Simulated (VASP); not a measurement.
# BiTe3O (P4mm) in VASP: a series of runs, part 2 of 2

VASP 6.6.1.

### 4 Single point, PBE

This run uses another cell than the first one, of 27.99 Å³/atom.

INCAR reads:

```
  PREC = Accurate
  ENCUT = 520
  EDIFF = 1E-6
  ISMEAR = 0
  SIGMA = 0.1
  LREAL = False
  LASPH = True
  NELM = 80
  ALGO = Normal
  ISIF = 2
  LWAVE = False
  LCHARG = False
  GGA = PE
  NBANDS = 28
```

KPOINTS reads:

```
Automatic mesh
0
Gamma
  8 8 6
```

POSCAR reads:

```
BiTe3O
1.0
    4.5064532625      0.0000000000      0.0000000000
    0.0000000000      4.5064532625      0.0000000000
    0.0000000000      0.0000000000      6.8919749960
Bi Te O
1 3 1
Direct
    0.5000000000      0.5000000000      0.4833135675
    0.0000000000      0.0000000000      0.3207466128
    0.5000000000      0.0000000000      0.8413942758
    0.0000000000      0.5000000000      0.8413942758
    0.0000000000      0.0000000000      0.7931438481
```

The run is started by

```
$ cat potpaw_PBE.64/Bi_d/POTCAR potpaw_PBE.64/Te/POTCAR potpaw_PBE.64/O/POTCAR > POTCAR
$ mpirun -np 1 vasp_std > vasp.out
```

It took 2.7 min on 1 thread of Intel Xeon Platinum 8488C (Sapphire Rapids), shared host; peak memory 0.39 GiB.

Results (log left out):

* Free energy: -18.3389 eV
* Pressure: -0.2 GPa
* Largest force: 0.017 eV/Å
* Band gap on the k mesh: zero (an odd number of electrons rules out a gap without spin polarisation)

Forces on the atoms (eV/Å):
```
Bi   0.000  0.000 -0.001
Te   0.000  0.000  0.002
Te   0.000  0.000 -0.009
Te   0.000  0.000 -0.009
O    0.000  0.000  0.017
```

Stress tensor (GPa, compression positive):
```
-0.22  0.00  0.00
 0.00 -0.22  0.00
 0.00  0.00 -0.09
```

Levels at points of the mesh, in eV from the Fermi level:
```
           k point  band 17  band 18  band 19  band 20  band 21  band 22
(0.00, 0.00, 0.00)    -0.64    -0.64    -0.21    -0.06     1.80     2.22
(0.50, 0.00, 0.00)    -1.49    -0.47    -0.36     0.36     0.73     0.81
(0.50, 0.50, 0.00)    -1.47    -1.47    -0.93    -0.21    -0.16     2.74
(0.00, 0.00, 0.50)    -0.91    -0.91    -0.68    -0.31     1.21     2.79
(0.50, 0.00, 0.50)    -1.46    -1.15    -0.86    -0.51     0.63     1.01
(0.50, 0.50, 0.50)    -1.74    -0.48    -0.48     0.30     0.59     2.55
```

Caveat: spin-orbit coupling is left out, which moves the levels of the heavy elements; this functional lacks dispersion, which binds the layers, so the pressure and a relaxed spacing across them are unreliable; an odd number of electrons without spin polarisation forces a metal; a magnetic or distorted state may lie lower.

### 5 Relaxation of cell and atoms, PBE

This run uses another cell than the first one, of 32.91 Å³/atom.

INCAR reads:

```
PREC = Accurate
ENCUT = 600
EDIFF = 1E-7
ISMEAR = 0
SIGMA = 0.1
LREAL = F
LASPH = T
NELM = 100
ALGO = Normal
ISIF = 3
LWAVE = F
LCHARG = F
GGA = PE
IBRION = 2
NSW = 90
EDIFFG = -0.04
```

KPOINTS reads:

```
regular mesh
0
Gamma
  4 4 4
```

POSCAR reads:

```
BiTe3O
1.0
    4.9137168500      0.0000000000      0.0000000000
    0.0000000000      4.9137168500      0.0000000000
    0.0000000000      0.0000000000      6.8152374600
Bi Te O
1 3 1
Direct
    0.5000000000      0.5000000000      0.5178132800
    0.0000000000      0.0000000000      0.3670943600
    0.5000000000      0.0000000000      0.7345255800
    0.0000000000      0.5000000000      0.7345255800
    0.0000000000      0.0000000000      0.9260337800
```

The run is started by

```
$ cat potpaw_PBE.64/Bi_d/POTCAR potpaw_PBE.64/Te/POTCAR potpaw_PBE.64/O/POTCAR > POTCAR
$ mpirun -np 1 vasp_std > vasp.out
```

Run time: 30 min. Hardware: 1 thread of Intel Xeon Platinum 8488C (Sapphire Rapids), shared host; peak memory 0.36 GiB.

Results (log left out):

* Free energy: -18.0548 eV
* Relaxed volume: 26.79 Å³/atom
* Relaxed cell: a = 5.020 Å, b = 5.020 Å, c = 5.316 Å, α = 90.00°, β = 90.00°, γ = 90.00°
* Space group after relaxing (to 0.1 Å): P4mm (No. 99)
* Energy gained by relaxing: 466.1 meV/atom
* Ionic steps: 33
* Pressure after relaxing: 0.2 GPa
* Largest force after relaxing: 0.040 eV/Å
* Band gap on the k mesh: zero (an odd number of electrons rules out a gap without spin polarisation)

Forces in eV/Å, atoms in the order of the input:
```
Bi   0.000  0.000 -0.040
Te   0.000  0.000 -0.016
Te   0.000  0.000  0.034
Te   0.000  0.000  0.034
O    0.000  0.000 -0.012
```

The path:
```tsv
step	energy change (eV)	largest force (eV/Å)	pressure (GPa)	volume (Å³)
1	0.0000	2.6351	2.01	164.55
2	-0.5413	0.9916	-3.32	174.47
3	-0.5469	0.9784	-3.77	175.59
4	-1.1201	0.9464	-2.88	160.59
5	-1.8306	0.9824	7.35	119.77
6	-1.8657	1.1490	4.46	126.41
7	-2.1272	0.6719	2.70	124.84
8	-2.2235	0.2933	1.77	122.91
9	-2.2239	0.2880	1.78	123.00
10	-2.2483	0.3873	0.18	126.43
11	-2.2495	0.4143	-0.22	127.39
12	-2.2596	0.3756	-0.18	127.62
13	-2.2804	0.2315	0.03	128.28
14	-2.2721	0.2250	0.69	129.58
15	-2.2849	0.2314	0.24	128.83
16	-2.2966	0.1999	-0.02	129.96
17	-2.3136	0.1037	-0.66	133.37
18	-2.3186	0.2204	0.61	131.53
19	-2.3204	0.1289	0.17	132.14
20	-2.3233	0.0652	0.02	132.48
21	-2.3238	0.0663	-0.07	132.70
22	-2.3242	0.0627	0.06	132.42
23	-2.3243	0.0592	0.17	132.21
24	-2.3245	0.0594	0.17	132.23
25	-2.3250	0.0603	0.15	132.30
26	-2.3259	0.0597	0.10	132.44
27	-2.3270	0.0881	0.03	132.71
28	-2.3280	0.0865	0.02	132.86
29	-2.3296	0.0816	0.04	133.33
30	-2.3296	0.0803	0.05	133.43
31	-2.3301	0.0632	0.01	133.69
32	-2.3306	0.0412	-0.09	134.30
33	-2.3307	0.0396	0.16	133.97
```

Final structure:
```cif
data_structure
_symmetry_space_group_name_H-M 'P 1'
_symmetry_Int_Tables_number 1
_cell_length_a 5.0200
_cell_length_b 5.0200
_cell_length_c 5.3162
_cell_angle_alpha 90.000
_cell_angle_beta 90.000
_cell_angle_gamma 90.000
_cell_volume 133.97
loop_
_atom_site_label
_atom_site_type_symbol
_atom_site_fract_x
_atom_site_fract_y
_atom_site_fract_z
_atom_site_occupancy
Bi1 Bi 0.50000 0.50000 0.48347 1
Te1 Te 0.00000 0.00000 0.29250 1
Te2 Te 0.50000 0.00000 0.82436 1
Te3 Te 0.00000 0.50000 0.82436 1
O1 O 0.00000 0.00000 0.85531 1
```

Levels at points of the mesh, in eV from the Fermi level:
```
           k point  band 17  band 18  band 19  band 20  band 21  band 22
(0.00, 0.00, 0.00)    -1.25    -1.15    -1.15     0.46     1.91     1.91
(0.50, 0.00, 0.00)    -2.28    -1.24    -1.01    -0.94     0.83     1.43
(0.50, 0.50, 0.00)    -2.21    -2.21    -2.03    -0.16     0.54     0.55
(0.00, 0.00, 0.50)    -1.70    -1.70    -1.47    -0.72    -0.26     1.83
(0.50, 0.00, 0.50)    -2.55    -1.75    -1.68     0.22     0.39     0.69
(0.50, 0.50, 0.50)    -3.05     0.57     0.59     0.69     0.69     0.87
```

Caveat: the volume moved by over 15 % at a fixed basis, so the end points are rough; spin-orbit coupling is left out, which moves the levels of the heavy elements; an odd number of electrons without spin polarisation forces a metal; a magnetic or distorted state may lie lower.

### 6 Relaxation of cell and atoms, PBE

INCAR reads:

```
SYSTEM = BiTe3O
PREC = Accurate
ENCUT = 600
EDIFF = 1E-7
ISMEAR = 0
SIGMA = 0.1
LREAL = .FALSE.
LASPH = .TRUE.
NELM = 80
ALGO = Normal
ISIF = 3
LWAVE = .FALSE.
LCHARG = .FALSE.
GGA = PE
IBRION = 2
NSW = 100
EDIFFG = -0.01
```

KPOINTS reads:

```
Automatic mesh
0
G
  8 8 6
  0 0 0
```

POSCAR reads:

```
BiTe3O
1.0
    4.4595997569      0.0000000000      0.0000000000
    0.0000000000      4.4595997569      0.0000000000
    0.0000000000      0.0000000000      7.1470232415
Bi Te O
1 3 1
Direct
    0.5000000000      0.5000000000      0.4757370172
    0.0000000000      0.0000000000      0.3237769509
    0.5000000000      0.0000000000      0.8431192712
    0.0000000000      0.5000000000      0.8431192712
    0.0000000000      0.0000000000      0.7942400695
```

Potentials or basis: VASP PAW PBE potentials, release 64 (Bi_d, Te, O).

The run is started by

```
$ cat potpaw_PBE.64/Bi_d/POTCAR potpaw_PBE.64/Te/POTCAR potpaw_PBE.64/O/POTCAR > POTCAR
$ mpirun -np 1 vasp_std > vasp.out
```

OUTCAR:

```text
SYSTEM = BiTe3O
   PREC = Accurate
   ENCUT = 600
   EDIFF = 1E-7
   ISMEAR = 0
   LREAL = .FALSE.
   LASPH = .TRUE.
   NELM = 80
   ISIF = 3
   GGA = PE
   IBRION = 2
   NSW = 100
   EDIFFG = -0.01

 ion  position               nearest neighbor table
   1  0.500  0.500  0.476-   2 3.34   2 3.34   2 3.34   2 3.34   3 3.44   4 3.44   4 3.44   3 3.44

   2  0.000  0.000  0.324-   1 3.34   1 3.34   1 3.34   1 3.34
   3  0.500  0.000  0.843-   5 2.26   5 2.26   4 3.15   4 3.15   4 3.15   4 3.15   1 3.44   1 3.44

   4  0.000  0.500  0.843-   5 2.26   5 2.26   3 3.15   3 3.15   3 3.15   3 3.15   1 3.44   1 3.44

   5  0.000  0.000  0.794-   3 2.26   4 2.26   4 2.26   3 2.26

  LATTYP: Found a simple tetragonal cell.
 ALAT       =     4.4595997569
 C/A-ratio  =     1.6026153985

  Lattice vectors:

 A1 = (   4.4595997569,   0.0000000000,   0.0000000000)
 A2 = (   0.0000000000,   4.4595997569,   0.0000000000)
 A3 = (   0.0000000000,   0.0000000000,   7.1470232415)

Analysis of symmetry for initial positions (statically):
=====================================================================
 Subroutine PRICEL returns:
 Original cell was already a primitive cell.

 Routine SETGRP: Setting up the symmetry group for a
 simple tetragonal supercell.

 Subroutine GETGRP returns: Found  8 space group operations
 (whereof  8 operations were pure point group operations)
 out of a pool of 16 trial point group operations.

The static configuration has the point symmetry C_4v.

Analysis of symmetry for dynamics (positions and initial velocities):
=====================================================================
 Subroutine PRICEL returns:
 Original cell was already a primitive cell.

 Routine SETGRP: Setting up the symmetry group for a
 simple tetragonal supercell.

 Subroutine GETGRP returns: Found  8 space group operations
 (whereof  8 operations were pure point group operations)
 out of a pool of 16 trial point group operations.

[... 147 lines left out ...]

 number of electron      38.9999997 magnetization

 Free energy of the ion-electron system (eV)
  ---------------------------------------------------
  ext. energy  EPLUGINS =         0.00000000
  ---------------------------------------------------
  free energy    TOTEN  =       -18.29609781 eV

  energy without entropy =      -18.28200032  energy(sigma->0) =      -18.28904906

------------------------ aborting loop because EDIFF is reached ----------------------------------------

  FORCE on cell =-STRESS in cart. coord.  units (eV):
  Direction    XX          YY          ZZ          XY          YZ          ZX
  --------------------------------------------------------------------------------------
  -------------------------------------------------------------------------------------
  Total        0.7321799      0.7321799     -1.2944133      0.0000000      0.0000000      0.0000000
  in kB        8.2529917      8.2529917    -14.5903799      0.0000000      0.0000000      0.0000000
  external PRESSURE =       0.6385345 kB  Pullay stress =       0.0000000 kB
[... 98 lines left out ...]
  FREE ENERGIE OF THE ION-ELECTRON SYSTEM (eV)
  ---------------------------------------------------
  free  energy   TOTEN  =       -18.3327968889 eV

  energy  without entropy=      -18.3226732935  energy(sigma->0) =      -18.32773509

[... ionic steps 4 to 10 ...]

--------------------------------------- Ionic step       11  -------------------------------------------

 number of electron      39.0000000 magnetization

------------------------ aborting loop because EDIFF is reached ----------------------------------------
[... 73 lines left out ...]
--------------------------------------- Ionic step       13  -------------------------------------------

 number of electron      39.0000000 magnetization

 Free energy of the ion-electron system (eV)
  ---------------------------------------------------
  ext. energy  EPLUGINS =         0.00000000
  ---------------------------------------------------
  free energy    TOTEN  =       -18.34199516 eV

  energy without entropy =      -18.33282847  energy(sigma->0) =      -18.33741182

 E-fermi :   5.8977     XC(G=0):  -9.4795

 val. band max:        5.8961886211   @ k =   0.2500   0.0000   0.5000
 cond. band min:       5.9036182267   @ k =   0.1250   0.0000   0.0000
 fundamental gap:      0.0074296056
 Fermi energy:         5.8977306051

 k-point     1 :       0.0000    0.0000    0.0000
  band No.  band energies     occupation
      1     -17.1899      2.00000
      2     -17.1761      2.00000
      3     -17.1761      2.00000
      4     -17.1549      2.00000
      5     -17.1430      2.00000
      6     -13.3494      2.00000
[... 613 lines left out ...]
     22       7.5302      0.00000
     23       8.0386      0.00000

 [... further k-points ...]

------------------------ aborting loop because EDIFF is reached ----------------------------------------

  FORCE on cell =-STRESS in cart. coord.  units (eV):
  Direction    XX          YY          ZZ          XY          YZ          ZX
  --------------------------------------------------------------------------------------
  -------------------------------------------------------------------------------------
  Total        0.0173239      0.0173239     -0.0483708      0.0000000      0.0000000     -0.0000000
  in kB        0.1989357      0.1989357     -0.5554571      0.0000000      0.0000000     -0.0000000
  external PRESSURE =      -0.0525286 kB  Pullay stress =       0.0000000 kB
[... 20 lines left out ...]
  FREE ENERGIE OF THE ION-ELECTRON SYSTEM (eV)
  ---------------------------------------------------
  free  energy   TOTEN  =       -18.3419951619 eV

  energy  without entropy=      -18.3328284704  energy(sigma->0) =      -18.33741182

 reached required accuracy - stopping structural energy minimisation
```

OSZICAR:

```text
N       E                     dE             d eps       ncg     rms          rms(c)
DAV:   1     0.350539177276E+03    0.35054E+03   -0.18840E+04  2760   0.173E+03
[... 144 lines left out ...]
DAV:   1    -0.183421500597E+02   -0.21293E-03   -0.15071E-02  3008   0.884E-01    0.101E-01
DAV:   2    -0.183420442529E+02    0.10581E-03   -0.54693E-04  3187   0.176E-01    0.367E-02
DAV:   3    -0.183420051099E+02    0.39143E-04   -0.11166E-04  3669   0.743E-02    0.226E-02
DAV:   4    -0.183419983027E+02    0.68072E-05   -0.50058E-05  3621   0.477E-02    0.124E-02
DAV:   5    -0.183419951810E+02    0.31217E-05   -0.12745E-05  3329   0.239E-02    0.110E-02
DAV:   6    -0.183419952077E+02   -0.26738E-07   -0.29292E-06  3515   0.100E-02    0.601E-03
DAV:   7    -0.183419951619E+02    0.45808E-07   -0.25210E-07  2406   0.355E-03
  13 F= -.18341995E+02 E0= -.18337412E+02  d E =-.580681E-04
```

CONTCAR:

```text
BiTe3O
   1.00000000000000
     4.4994054998253743    0.0000000000000000    0.0000000000000000
     0.0000000000000000    4.4994054998253743    0.0000000000000000
    -0.0000000000000000    0.0000000000000000    6.8918058477067161
  Bi              Te              O
     1     3     1
Direct
     0.5000000000000000    0.5000000000000000    0.4832730911793550
     1.0000000000000000    0.0000000000000000    0.3201267501397922
     0.5000000000000000    0.0000000000000000    0.8415217309359113
     0.0000000000000000    0.5000000000000000    0.8415217309359113
     0.0000000000000000    0.0000000000000000    0.7935492768090286

  0.00000000E+00  0.00000000E+00  0.00000000E+00
  0.00000000E+00  0.00000000E+00  0.00000000E+00
  0.00000000E+00  0.00000000E+00  0.00000000E+00
  0.00000000E+00  0.00000000E+00  0.00000000E+00
  0.00000000E+00  0.00000000E+00  0.00000000E+00
```

Run time: 24 min. Hardware: 1 thread of Intel Xeon Platinum 8488C (Sapphire Rapids), shared host; peak memory 0.45 GiB.

What came out:

```yaml
Free_energy: -18.3420 eV
Relaxed_volume: 27.90 Å³/atom
Relaxed_cell: a = 4.499 Å, b = 4.499 Å, c = 6.892 Å, α = 90.00°, β = 90.00°, γ = 90.00°
Space_group_after_relaxing_to_0.1_Å: P4mm (No. 99)
Energy_gained_by_relaxing: 9.2 meV/atom
Ionic_steps: 13
Pressure_after_relaxing: 0.0 GPa
Largest_force_after_relaxing: 0.009 eV/Å
Band_gap_on_the_k_mesh: zero (an odd number of electrons rules out a gap without spin polarisation)
```

Forces on the atoms (eV/Å):
```
Bi   0.000  0.000 -0.009
Te   0.000  0.000  0.007
Te   0.000  0.000  0.000
Te   0.000  0.000  0.000
O    0.000  0.000  0.003
```

Stress tensor (GPa, compression positive):
```
 0.02  0.00  0.00
 0.00  0.02  0.00
 0.00  0.00 -0.06
```

Step by step:
```csv
step,energy change (eV),largest force (eV/Å),pressure (GPa),volume (Å³)
1,0.0000,0.3872,0.06,142.14
2,-0.0279,0.2758,-0.51,142.36
3,-0.0367,0.1538,-0.95,142.53
4,-0.0415,0.1165,0.56,138.59
5,-0.0452,0.0298,-0.06,140.12
6,-0.0454,0.0295,-0.01,140.03
7,-0.0454,0.0293,0.02,139.97
8,-0.0455,0.0214,-0.02,140.03
9,-0.0456,0.0207,-0.09,140.10
10,-0.0457,0.0160,-0.08,140.00
11,-0.0458,0.0015,-0.01,139.70
12,-0.0458,0.0055,0.02,139.55
13,-0.0459,0.0093,-0.01,139.52
```

Final structure:
```cif
data_structure
_symmetry_space_group_name_H-M 'P 1'
_symmetry_Int_Tables_number 1
_cell_length_a 4.4994
_cell_length_b 4.4994
_cell_length_c 6.8918
_cell_angle_alpha 90.000
_cell_angle_beta 90.000
_cell_angle_gamma 90.000
_cell_volume 139.52
loop_
_atom_site_label
_atom_site_type_symbol
_atom_site_fract_x
_atom_site_fract_y
_atom_site_fract_z
_atom_site_occupancy
Bi1 Bi 0.50000 0.50000 0.48327 1
Te1 Te 0.00000 0.00000 0.32013 1
Te2 Te 0.50000 0.00000 0.84152 1
Te3 Te 0.00000 0.50000 0.84152 1
O1 O 0.00000 0.00000 0.79355 1
```

Levels at points of the mesh, in eV from the Fermi level:
```
           k point  band 17  band 18  band 19  band 20  band 21  band 22
(0.00, 0.00, 0.00)    -0.64    -0.64    -0.20    -0.07     1.81     2.22
(0.50, 0.00, 0.00)    -1.48    -0.47    -0.35     0.36     0.75     0.82
(0.50, 0.50, 0.00)    -1.48    -1.48    -0.92    -0.22    -0.17     2.77
(0.00, 0.00, 0.50)    -0.91    -0.91    -0.69    -0.31     1.22     2.80
(0.50, 0.00, 0.50)    -1.46    -1.15    -0.87    -0.51     0.63     1.02
(0.50, 0.50, 0.50)    -1.74    -0.49    -0.49     0.30     0.58     2.54
```

Caveat: spin-orbit coupling is left out, which moves the levels of the heavy elements; this functional lacks dispersion, which binds the layers, so the pressure and a relaxed spacing across them are unreliable; an odd number of electrons without spin polarisation forces a metal; a magnetic or distorted state may lie lower.

### 7 The runs side by side

```tsv
task	cell	k mesh	cutoff (eV)	gap on the mesh (eV)	pressure (GPa)	relaxed volume (Å³/atom)	largest force (eV/Å)
single point	a = 4.460, b = 4.460, c = 7.147 Å, 5 atoms, atomic positions A	4 × 4 × 4	520	none	-0.1	-	0.02
single point	a = 4.914, b = 4.914, c = 6.815 Å, 5 atoms, atomic positions B	4 × 4 × 4	520	none	2.0	-	2.64
single point	a = 4.506, b = 4.506, c = 6.892 Å, 5 atoms, atomic positions C	8 × 8 × 6	520	none	-0.2	-	0.02
relaxation of cell and atoms	relaxed from a = 4.914, b = 4.914, c = 6.815 Å, 5 atoms, atomic positions B	4 × 4 × 4	600	none	0.2	26.79	0.04
relaxation of cell and atoms	relaxed from a = 4.460, b = 4.460, c = 7.147 Å, 5 atoms, atomic positions A	8 × 8 × 6	600	none	0.0	27.90	0.01
```

Alike in all rows: level PBE; potentials or basis VASP PAW PBE potentials, release 64 (Bi_d, Te, O); no spin polarisation; smearing gaussian 0.1 eV.

Caveats: spin-orbit coupling is left out, which moves the levels of the heavy elements; an odd number of electrons without spin polarisation forces a metal; a magnetic or distorted state may lie lower; this functional lacks dispersion, which binds the layers, so the pressure and a relaxed spacing across them are unreliable (at least some runs); the volume moved by over 15 % at a fixed basis, so the end points are rough (at least some runs).

Total energies depend on the potentials used, so only differences within one code and one set of settings carry meaning.
